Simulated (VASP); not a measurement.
Input of a VASP 6.6.1 run:

The input INCAR:

```
  PREC = Accurate
  ENCUT = 600
  EDIFF = 1E-7
  ISMEAR = -1
  SIGMA = 0.05
  LREAL = False
  LASPH = True
  NELM = 100
  ALGO = Normal
  ISIF = 3
  LWAVE = False
  LCHARG = False
  GGA = PE
  IBRION = 2
  NSW = 60
  EDIFFG = -0.01
```

Contents of KPOINTS:

```
Automatic mesh
0
Gamma
  8 8 4
```

The input POSCAR:

```
PPt
1.0
    3.7430278549      0.0000000000      0.0000000000
   -1.8715139275      3.2415572094      0.0000000000
    0.0000000000      0.0000000000      6.3537430000
Pt P
2 2
Direct
    0.3333333333      0.6666666667      0.3718990000
    0.6666666667      0.3333333333      0.8718990000
    0.3333333333      0.6666666667      0.0031030000
    0.6666666667      0.3333333333      0.5031030000
```

Potentials or basis: VASP PAW PBE potentials, release 64 (Pt, P).

Run with:

```bash
$ cat potpaw_PBE.64/Pt/POTCAR potpaw_PBE.64/P/POTCAR > POTCAR
$ mpirun -np 1 vasp_std > vasp.out
```

Problem. Predict the relaxed cell.

Solution. a = 3.675 Å, b = 3.675 Å, c = 6.547 Å, α = 90.00°, β = 90.00°, γ = 120.00°.

Problem. What does it give for the relaxed volume?

Solution. 19.14 Å³/atom.

Final structure:
```xyz
4
Lattice="3.6749 0.0000 0.0000 -1.8374 3.1825 0.0000 0.0000 0.0000 6.5467" Properties=species:S:1:pos:R:3 pbc="T T T"
Pt    0.0000    2.1217    2.4044
Pt    1.8374    1.0608    5.6777
P     0.0000    2.1217    0.0506
P     1.8374    1.0608    3.3239
```
